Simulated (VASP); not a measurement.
**NaH (CsCl type): single point with PBE**

NaH (CsCl type):

```
CELL_PARAMETERS angstrom
2.70503 0.00000 0.00000
0.00000 2.70503 0.00000
0.00000 0.00000 2.70503
ATOMIC_POSITIONS crystal
Na 0.00000 0.00000 0.00000
H 0.50000 0.50000 0.50000
```

This cell differs from its parent crystal: volume scaled by 0.76.

* Program: VASP 6.6.1
* Task: single point
* Functional: PBE
* Potentials or basis: VASP PAW PBE potentials, release 64 (Na_pv, H)
* Cutoff: 520 eV
* k mesh: 12 × 12 × 12
* Occupations: fermi-dirac, width 0.08 eV
* Spin: no spin polarisation
* Dipole correction: no
* Further INCAR settings: ALGO = Normal; EDIFF = 1e-06; NBANDS = 11

```
Pressure               : 10.8 GPa
Band gap on the k mesh : 1.05 eV, indirect (least direct gap 5.24 eV)
```

Levels at points of the mesh, in eV from the valence-band top:
| k point | band 1 | band 2 | band 3 | band 4 | band 5 | band 6 | band 7 | band 8 | band 9 |
| --- | --- | --- | --- | --- | --- | --- | --- | --- | --- |
| (0.00, 0.00, 0.00) | -24.74 | -24.74 | -24.74 | -7.28 | 11.12 | 12.03 | 12.03 | 14.51 | 14.51 |
| (0.50, 0.00, 0.00) | -25.12 | -24.70 | -24.70 | -4.20 | 1.05 | 13.33 | 15.89 | 16.36 | 16.36 |
| (0.50, 0.50, 0.00) | -25.04 | -25.04 | -24.67 | -2.33 | 4.77 | 4.77 | 8.22 | 17.09 | 21.15 |
| (0.50, 0.50, 0.50) | -24.98 | -24.98 | -24.98 | 0.00 | 7.23 | 7.23 | 7.23 | 10.87 | 10.87 |

It took 8.4 s on 1 thread of Intel(R) Xeon(R) Platinum 8259CL CPU @ 2.50GHz (Skylake/Cascade Lake), on a shared host, peak memory 0.12 GiB.

 A k mesh can miss the band edges.
